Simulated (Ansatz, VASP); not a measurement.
## Ru in VASP and in Ansatz

```
Ru
1.0
     2.72383    0.00000    0.00000
    -1.36192    2.35891    0.00000
     0.00000    0.00000    4.28573
Ru
2
Direct
  0.33333 0.66667 0.25000
  0.66667 0.33333 0.75000
```

Alike in both runs: functional PBE; k mesh 13 × 13 × 8; occupations fermi-dirac, width 0.05 eV; collinear spin.

Ansatz relaxed the structure, and its values are those at the end. VASP's run is a single point on that final structure, the one shown.

|  | VASP | Ansatz |
| --- | --- | --- |
| version | VASP 6.6.1 | Ansatz 0.2.0 |
| potentials or method | VASP PAW PBE potentials, release 64 (Ru_pv), cutoff 520 eV | plane waves (420 eV) with PAW, scalar-relativistic |
| valence electrons in the cell | 28 | 32 |

```tsv
	VASP	Ansatz	Ansatz less VASP
pressure (GPa)	-0.1	0.0	+0.10
net moment per atom (μB)	0.00	0.00	0.000
```

The functional is the same, so the differences come from potentials, cutoffs and numerics. VASP's potentials hold 28 valence electrons a cell and Ansatz's 32, so a difference there can come from the potentials and not from the codes. Ansatz's warnings: seeded moment not kept.
